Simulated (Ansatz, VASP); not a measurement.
One calculation of Li2Se, two programs

```
Se Li
1.0
     0.00000    3.05339    3.05339
     3.05339    0.00000    3.05339
     3.05339    3.05339    0.00000
Se Li
1 2
Direct
  0.00000 0.00000 0.00000
  0.25000 0.25000 0.25000
  0.75000 0.75000 0.75000
```

Change from the starting cell: hydrostatic strain +2.0%.

Alike in both runs: task single point; functional PBE; k mesh 8 × 8 × 8; occupations fermi-dirac, width 0.02 eV; no spin polarisation.

|  | VASP | Ansatz |
| --- | --- | --- |
| version | VASP 6.6.1 | Ansatz 0.2.0 |
| potentials or method | VASP PAW PBE potentials, release 64 (Se, Li_sv) | plane waves, PAW |
| plane-wave cutoff (eV) | 750 | 420 |
| valence electrons in the cell | 12 | 22 |

|  | VASP | Ansatz | Ansatz less VASP |
| --- | --- | --- | --- |
| gap on the k mesh at the Fermi level (eV) | 3.01 | 3.02 | +0.005 |
| pressure (GPa) | -1.6 | -1.5 | +0.06 |

VASP's potentials hold 12 valence electrons a cell and Ansatz's 22, so a difference there can come from the potentials and not from the codes.
